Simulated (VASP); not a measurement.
Input of a VASP 6.6.1 run:

Contents of INCAR:

```
PREC = Accurate
ENCUT = 520
EDIFF = 1E-6
ISMEAR = 0
SIGMA = 0.15
LREAL = False
LASPH = True
NELM = 100
ALGO = Fast
ISIF = 2
LWAVE = False
LCHARG = False
GGA = CA
NBANDS = 13
```

File KPOINTS:

```
Automatic mesh
0
Gamma
  20 20 20
```

Contents of POSCAR:

```
Mo
1.0
    0.0000000000      2.0754500000      1.9545500000
    2.0754500000      0.0000000000      1.9545500000
    2.0754500000      2.0754500000      0.0000000000
Mo
1
Direct
    0.0000000000      0.0000000000      0.0000000000
```

Potentials or basis: VASP PAW LDA potentials, release 64 (Mo_sv).

Command:

```bash
$ cat potpaw_LDA.64/Mo_sv/POTCAR > POTCAR
$ mpirun -np 1 vasp_std > vasp.out
```

(1) Estimate the band gap on the k mesh.

(2) Estimate the pressure.

Answers

(1) zero (band 7 reaches 14.56 eV, above the bottom of band 8 at 10.34 eV).

(2) -21.1 GPa.

Caveat: the cell differs from its parent crystal (strain +0.030 along x and y, -0.030 along z).
